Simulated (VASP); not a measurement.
Set up this calculation in VASP 6.6.1, as the native input.

```
Task                   : single point
Functional             : LDA
Potentials or basis    : VASP PAW LDA potentials, release 64 (Os_sv_GW)
Cutoff                 : 560 eV
k mesh                 : 10 × 10 × 13
Occupations            : fermi-dirac, width 0.1 eV
Spin                   : no spin polarisation
Dipole correction      : no
Further INCAR settings : ALGO = Normal; EDIFF = 1e-06; NBANDS = 31
```

The structure of Os lies in POSCAR:

```
Os
1.0
    4.2079292555      0.0000000000      0.0000000000
   -2.1039646277      3.6441736326      0.0000000000
    0.0000000000      0.0000000000      2.6431116442
Os
3
Direct
    1.0000000000      0.0000000000      1.0000000000
    0.3333333333      0.6666666667      0.5000000000
    0.6666666667      0.3333333333      0.5000000000
```

This isn't the form of Os at room conditions, which is hcp.

The input as run:

INCAR

```
  ALGO = Normal
  EDIFF = 1E-6
  ENCUT = 560
  GGA_COMPAT = F
  ISIF = 2
  ISMEAR = -1
  LASPH = T
  LCHARG = F
  LREAL = F
  LWAVE = F
  NBANDS = 31
  NELM = 120
  PREC = Accurate
  SIGMA = 0.1
```

KPOINTS

```
k-points
0
Gamma
  10 10 13
```

Potentials or basis: VASP PAW LDA potentials, release 64 (Os_sv_GW).

Run with:

```sh
$ cat potpaw_LDA.64/Os_sv_GW/POTCAR > POTCAR
$ mpirun -np 1 vasp_std > vasp.out
```

Results of the run:

```
Pressure               : 19.6 GPa
Band gap on the k mesh : zero (bands 24 and 25 overlap by 2.87 eV)
```

Caveat: the cell stands under pressure; spin-orbit coupling is left out, which moves the levels of the heavy elements.

Wall time 76 s on 1 thread of Intel(R) Xeon(R) Platinum 8488C (Sapphire Rapids), on a shared host, peak memory 0.21 GiB.
